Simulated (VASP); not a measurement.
# Ti (Cmme) in VASP: single point with PBEsol

Aim: the single point of Ti with PBEsol.

Everything below comes from runs of VASP 6.6.1. Logs are shortened: lines on timing, memory, paths and dates and some standing lists are left out, and cuts for length are marked.

## 1. The cell of the first run

Symmetry: Cmme, No. 67, orthorhombic system. Conventional cell: a = 3.210 Å, b = 4.540 Å, c = 9.330 Å, α = 90.00°, β = 90.00°, γ = 90.00°. Within 3.7 Å of Ti (site symmetry mm2) lie 14 Ti at 2.78 to 3.39 Å. Within 3.7 Å of Ti (site symmetry mm2) lie 14 Ti at 2.78 to 3.21 Å.

## 2. Single point, PBEsol (the distance across one plane changed)

INCAR

```
SYSTEM = Ti
PREC = Accurate ; ENCUT = 520
EDIFF = 1E-6 ; ISMEAR = 0
SIGMA = 0.15 ; LREAL = .FALSE.
LASPH = .TRUE. ; NELM = 100
ALGO = Fast ; ISIF = 2
LWAVE = .FALSE. ; LCHARG = .TRUE.
GGA = PS ; LELF = .TRUE.
LVHAR = .TRUE. ; NBANDS = 32
```

KPOINTS

```
regular mesh
0
G
  22 22 7
  0 0 0
```

POSCAR

```
Ti
1.0
   -1.6051160627      1.6051160627     -1.6051160627
   -1.6051160627     -1.6051160627      1.6051160627
    0.0000000000      6.5972409461      6.5972409461
Ti
4
Direct
    0.0000000000      0.0000000000      0.8515538943
    0.5000000000      0.5000000000      0.1216505563
    0.0000000000      0.0000000000      0.3649516690
    0.5000000000      0.5000000000      0.6082527817
```

Potentials or basis: VASP PAW PBE potentials, release 64 (Ti_sv).

On the command line:

```bash
cat potpaw_PBE.64/Ti_sv/POTCAR > POTCAR
mpirun -np 1 vasp_std > vasp.out
```

OUTCAR:

```text
SYSTEM = Ti
   PREC = Accurate
   ENCUT = 520
   EDIFF = 1E-6
   ISMEAR = 0
   LREAL = .FALSE.
   LASPH = .TRUE.
   NELM = 100
   ISIF = 2
   GGA = PS

 ion  position               nearest neighbor table
   1  0.000  0.000  0.852-   4 2.78   4 2.78
   2  0.500  0.500  0.122-   3 2.78   3 2.78
   3  0.000  0.000  0.365-   2 2.78   4 2.78   2 2.78   4 2.78
   4  0.500  0.500  0.608-   1 2.78   1 2.78   3 2.78   3 2.78

  LATTYP: Found a base centered orthorhombic cell.
 ALAT       =     3.2102321254
 B/A-ratio  =     1.4142135624
 C/A-ratio  =     2.9063031132

  Lattice vectors:

 A1 = (  -1.6051160627,   1.6051160627,  -1.6051160627)
 A2 = (  -1.6051160627,  -1.6051160627,   1.6051160627)
 A3 = (   0.0000000000,   6.5972409461,   6.5972409461)

Analysis of symmetry for initial positions (statically):
=====================================================================
 Subroutine PRICEL returns:
 Original cell was already a primitive cell.

 Routine SETGRP: Setting up the symmetry group for a
 base centered orthorhombic supercell.

 Subroutine GETGRP returns: Found  8 space group operations
 (whereof  4 operations were pure point group operations)
 out of a pool of  8 trial point group operations.

The static configuration has the point symmetry C_2v.
 The point group associated with its full space group is D_2h.

Analysis of symmetry for dynamics (positions and initial velocities):
=====================================================================
 Subroutine PRICEL returns:
 Original cell was already a primitive cell.

 Routine SETGRP: Setting up the symmetry group for a
 base centered orthorhombic supercell.

 Subroutine GETGRP returns: Found  8 space group operations
 (whereof  4 operations were pure point group operations)
 out of a pool of  8 trial point group operations.

The dynamic configuration has the point symmetry C_2v.
 The point group associated with its full space group is D_2h.

 Subroutine INISYM returns: Found  8 space group operations
 (whereof  4 operations are pure point group operations),
 and found     1 'primitive' translations

----------------------------------------------------------------------------------------

                                     Primitive cell

  volume of cell :      67.9885

  direct lattice vectors                    reciprocal lattice vectors
[... 91 lines left out ...]
   EDIFF  = 0.1E-05   stopping-criterion for ELM
   LREAL  =      F    real-space projection
   EDIFFG = 0.1E-04   stopping-criterion for IOM
   NSW    =      0    number of steps for IOM
   IBRION =     -1    ionic relax: 0-MD 1-quasi-New 2-CG
   NFREE  =      0    steps in history (QN), initial steepest desc. (CG)
   ISIF   =      2    stress and relaxation
   ISYM   =      2    0-nonsym 1-usesym 2-fastsym
   POTIM  = 0.5000    time-step for ionic-motion
   TEBEG  =    0.0;   TEEND  =   0.0 temperature during run
   PSTRESS=    0.0 pullay stress
   NELECT =      48.0000    total number of electrons
   NUPDOWN=      -1.0000    fix difference up-down
   EMIN   =  10.00;   EMAX   =-10.00  energy-range for DOS
   EFERMI =   0.00;   METHOD = LEGACY
   ISMEAR =     0;   SIGMA  =   0.15  broadening in eV -4-tet -1-fermi 0-gaus
   EFERMI_NEDOS =   21; number of points for ismear=-14 and -15
   IALGO  =     68    algorithm
   IMIX   =      4    mixing-type and parameters
     AMIX     =   0.40;   BMIX     =  1.00
     AMIX_MAG =   1.60;   BMIX_MAG =  1.00
  volume/ion in A,a.u.               =      17.00       114.70
  Fermi-wavevector in a.u.,A,eV,Ry     =   1.457729  2.754709 28.912030  2.124974
  Thomas-Fermi vector in A             =   2.574497
   LORBIT       =      0    0 simple, 1 ext, 2 COOP (PROOUT), +10 PAW based schemes
   GGA     = PS    functional components
   LHFCALC =     F    Hartree Fock is set to
   AEXX    =    0.0000 exact exchange contribution
   IVDW    =     0    specifies the selected vdW correction
   LEPSILON=     F    determine dielectric tensor
   LRPA    =     F    only Hartree local field effects (RPA)
 non-spin polarized calculation
 RMM-DIIS sequential band-by-band and
 Gauss-broadening in eV      SIGMA  =   0.15
  energy-cutoff  :      520.00
  volume of cell :       67.99
 maximum number of plane-waves:      1852
 NGX is ok and might be reduce to    24
   NGX = 11   NGY = 11   NGZ = 35

 number of electron      47.9999996 magnetization

 Free energy of the ion-electron system (eV)
  ---------------------------------------------------
  ext. energy  EPLUGINS =         0.00000000
  ---------------------------------------------------
  free energy    TOTEN  =       -32.93894058 eV

  energy without entropy =      -32.83992832  energy(sigma->0) =      -32.88943445

 E-fermi :   8.1716     XC(G=0): -11.7298

 val. band max:        8.1711626454   @ k =  -0.3182   0.2727   0.2857
 cond. band min:       8.1717758181   @ k =  -0.3636   0.1818   0.0000
 fundamental gap:      0.0006131727
 Fermi energy:         8.1716176221

 k-point     1 :       0.0000    0.0000    0.0000
  band No.  band energies     occupation
      1     -48.1007      2.00000
      2     -48.0618      2.00000
      3     -47.9669      2.00000
      4     -47.8885      2.00000
      5     -24.7177      2.00000
      6     -24.4344      2.00000
[... 829 lines left out ...]
     31      10.9528      0.00000
     32      10.9802      0.00000

 [... further k-points ...]

------------------------ aborting loop because EDIFF is reached ----------------------------------------

  FORCE on cell =-STRESS in cart. coord.  units (eV):
  Direction    XX          YY          ZZ          XY          YZ          ZX
  --------------------------------------------------------------------------------------
  -------------------------------------------------------------------------------------
  Total       -1.3044059     -1.2823465     -1.2823465      0.0000000     -0.2480544      0.0000000
  in kB      -30.7388862    -30.2190469    -30.2190469      0.0000000     -5.8455077      0.0000000
  external PRESSURE =     -30.3923266 kB  Pullay stress =       0.0000000 kB

 VOLUME and BASIS-vectors are now :
 -----------------------------------------------------------------------------
  energy-cutoff  :      520.00
  volume of cell :       67.99
      direct lattice vectors                 reciprocal lattice vectors
    -1.605116063  1.605116063 -1.605116063    -0.311503954  0.155751977 -0.155751977
    -1.605116063 -1.605116063  1.605116063    -0.311503954 -0.155751977  0.155751977
     0.000000000  6.597240946  6.597240946     0.000000000  0.075789259  0.075789259

 POSITION                                       TOTAL-FORCE (eV/Angst)
 -----------------------------------------------------------------------------------
      0.00000      5.61791      5.61791         0.000000      0.152357      0.152357
     -1.60512      0.80256      0.80256        -0.000000     -0.152357     -0.152357
      0.00000      2.40767      2.40767         0.000000     -0.114891     -0.114891
     -1.60512      4.01279      4.01279         0.000000      0.114891      0.114891
 -----------------------------------------------------------------------------------
    total drift:                               -0.000000     -0.000100     -0.000100

  FREE ENERGIE OF THE ION-ELECTRON SYSTEM (eV)
  ---------------------------------------------------
  free  energy   TOTEN  =       -32.9389405801 eV

  energy  without entropy=      -32.8399283239  energy(sigma->0) =      -32.88943445
```

OSZICAR:

```text
N       E                     dE             d eps       ncg     rms          rms(c)
DAV:   1     0.624738563737E+03    0.62474E+03   -0.24452E+04 34080   0.189E+03
DAV:   2     0.421812619692E+02   -0.58256E+03   -0.56856E+03 34432   0.564E+02
DAV:   3    -0.299200141094E+02   -0.72101E+02   -0.69098E+02 55768   0.168E+02
[... 37 lines left out ...]
RMM:  41    -0.329389371780E+02   -0.14878E-05   -0.17563E-05 36254   0.139E-02    0.364E-02
RMM:  42    -0.329389383987E+02   -0.12207E-05   -0.15498E-05 34830   0.132E-02    0.362E-02
RMM:  43    -0.329389392653E+02   -0.86655E-06   -0.13343E-05 34359   0.121E-02    0.360E-02
RMM:  44    -0.329389401214E+02   -0.85616E-06   -0.11070E-05 32196   0.112E-02    0.365E-02
RMM:  45    -0.329389405801E+02   -0.45869E-06   -0.99081E-06 35315   0.109E-02
   1 F= -.32938941E+02 E0= -.32889434E+02  d E =-.990123E-01
```

It took 27 min on 1 thread of Intel Xeon 6975P-C (Granite Rapids), shared host; peak memory 0.84 GiB.

Results:

| Property | Result |
| --- | --- |
| Free energy | -32.9389 eV |
| Pressure | -3.0 GPa |
| Largest force | 0.215 eV/Å |
| Band gap on the k mesh | zero (bands 24 and 25 overlap by 1.26 eV) |

Forces on the atoms (eV/Å):
```
Ti   0.000  0.152  0.152
Ti   0.000 -0.152 -0.152
Ti   0.000 -0.115 -0.115
Ti   0.000  0.115  0.115
```

Levels at points of the mesh, in eV from the Fermi level:
```tsv
k point	band 20	band 21	band 22	band 23	band 24	band 25	band 26	band 27	band 28	band 29
(0.00, 0.00, 0.00)	-2.54	-0.40	0.04	0.12	0.29	0.55	0.94	0.95	1.13	1.15
(0.50, 0.00, 0.00)	-1.73	-0.66	-0.66	-0.44	-0.44	-0.02	-0.02	1.27	1.27	2.69
(0.50, 0.50, 0.00)	-1.66	-1.63	-1.11	-0.93	-0.32	1.13	1.37	1.48	1.85	2.01
```

Caveat: the cell differs from its parent crystal (the distance across one plane changed); the cell stands under tension; the PAW data sets were made with another functional, which shifts forces and pressure a little.
